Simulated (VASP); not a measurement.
TaRu, 2 atoms in the cell. Symmetry: P4/mmm, No. 123, tetragonal system. Conventional cell: a = 2.992 Å, b = 2.992 Å, c = 3.389 Å, α = 90.00°, β = 90.00°, γ = 90.00°. Ta (site symmetry 4/mmm) has 8 Ru at 2.71 Å and 6 Ta at 2.99 to 3.39 Å within 3.6 Å. Within 3.6 Å of Ru (site symmetry 4/mmm) lie 8 Ta at 2.71 Å and 6 Ru at 2.99 to 3.39 Å.  This cell differs from its parent crystal: equal xx and yy strain of -2 %.

| Quantity | Value |
| --- | --- |
| Program | VASP 6.6.1 |
| Task | electric field gradients |
| Functional | LDA |
| Potentials or basis | VASP PAW LDA potentials, release 64 (Ta_pv, Ru_pv) |
| Cutoff | 520 eV |
| k mesh | 11 × 11 × 10 |
| Occupations | fermi-dirac, width 0.05 eV |
| Spin | no spin polarisation |
| Dipole correction | no |
| Further INCAR settings | ALGO = Normal; EDIFF = 1e-08; NBANDS = 20 |

Potentials or basis: VASP PAW LDA potentials, release 64 (Ta_pv, Ru_pv).

Run with:

```sh
$ cat potpaw_LDA.64/Ta_pv/POTCAR potpaw_LDA.64/Ru_pv/POTCAR > POTCAR
$ mpirun -np 1 vasp_std > vasp.out
```

Hardware: 1 thread of Intel(R) Xeon(R) Platinum 8375C CPU @ 2.90GHz (Ice Lake), on a shared host.

Q: How long does it take, and how much memory?

A: Wall time 36 s on 1 thread of Intel(R) Xeon(R) Platinum 8375C CPU @ 2.90GHz (Ice Lake), with other jobs on the host, peak memory 0.19 GiB. Counts: scf iterations 14, k points 126.
